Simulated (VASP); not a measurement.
Wanted: the native input for a VASP 6.6.1 run.

* Task: single point
* Functional: r2SCAN
* Potentials or basis: VASP PAW PBE potentials, release 64 (Ag, Cl)
* Cutoff: 520 eV
* k mesh: 8 × 8 × 8
* Occupations: fermi-dirac, width 0.05 eV
* Spin: no spin polarisation
* Dipole correction: no
* Further INCAR settings: ALGO = Normal; EDIFF = 1e-07; NBANDS = 16

The system is AgCl.

```
Ag Cl
1.0
     0.00000    2.78864    2.78864
     2.78864    0.00000    2.78864
     2.78864    2.78864    0.00000
Ag Cl
1 1
Direct
  0.00000 0.00000 0.00000
  0.50000 0.50000 0.50000
```

The input as run:

POSCAR

```
AgCl
1.0
    0.0000000000      2.7886410693      2.7886410693
    2.7886410693      0.0000000000      2.7886410693
    2.7886410693      2.7886410693      0.0000000000
Ag Cl
1 1
Direct
    0.0000000000      0.0000000000      0.0000000000
    0.5000000000      0.5000000000      0.5000000000
```

INCAR.step1

```
PREC = Accurate ; ENCUT = 520
ISMEAR = -1 ; SIGMA = 0.05
LREAL = F ; LASPH = T
NELM = 80 ; NBANDS = 16
GGA = PE ; ALGO = Normal
EDIFF = 1E-4 ; LWAVE = T
LCHARG = F
```

INCAR.step2

```
PREC = Accurate ; ENCUT = 520
EDIFF = 1E-7 ; ISMEAR = -1
SIGMA = 0.05 ; LREAL = F
LASPH = T ; NELM = 80
ALGO = Normal ; ISIF = 2
LWAVE = F ; LCHARG = F
METAGGA = R2SCAN ; LMIXTAU = T
NBANDS = 16 ; ISTART = 1
```

KPOINTS

```
Automatic mesh
0
Gamma
  8 8 8
```

Potentials or basis: VASP PAW PBE potentials, release 64 (Ag, Cl).

Run with:

```bash
$ cat potpaw_PBE.64/Ag/POTCAR potpaw_PBE.64/Cl/POTCAR > POTCAR
$ cp INCAR.step1 INCAR
$ mpirun -np 1 vasp_std > vasp.out
$ cp INCAR.step2 INCAR
$ mpirun -np 1 vasp_std > vasp.out
```

It gave:

The pressure is -0.9 GPa. The band gap on the k mesh is 1.42 eV (least direct gap 3.64 eV).

Caveat: the PAW data sets were made with another functional, which shifts forces and pressure a little.

It took 2.3 min on 1 thread of Intel Xeon 8259CL, on a shared host, peak memory 0.18 GiB.
